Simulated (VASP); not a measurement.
Input of a VASP 6.6.1 run:

File INCAR:

```
PREC = Accurate
ENCUT = 520
EDIFF = 1E-6
ISMEAR = -1
SIGMA = 0.05
LREAL = F
LASPH = T
NELM = 100
ALGO = Fast
ISIF = 2
LWAVE = F
LCHARG = T
GGA = PE
IVDW = 12
LELF = T
LVHAR = T
NBANDS = 30
```

File KPOINTS:

```
Automatic mesh
0
Gamma
  8 8 8
```

File POSCAR:

```
Tl3S
1.0
   -2.3509700000      2.3509700000      5.1428010000
    2.3509700000     -2.3509700000      5.1428010000
    2.3509700000      2.3509700000     -5.1428010000
Tl S
3 1
Direct
    0.5000000000      0.5000000000      0.0000000000
    0.2500000000      0.7500000000      0.5000000000
    0.7500000000      0.2500000000      0.5000000000
    0.0000000000      0.0000000000      0.0000000000
```

Potentials or basis: VASP PAW PBE potentials, release 64 (Tl_d, S).

Launch:

```bash
$ cat potpaw_PBE.64/Tl_d/POTCAR potpaw_PBE.64/S/POTCAR > POTCAR
$ mpirun -np 1 vasp_std > vasp.out
```

(1) Predict the band gap on the k mesh.

(2) What does it give for the dispersion energy per atom?

Answers

(1) zero (an odd number of electrons rules out a gap without spin polarisation).

(2) -0.314 eV.

Caveat: three body term missing; spin-orbit coupling is left out, which moves the levels of the heavy elements.
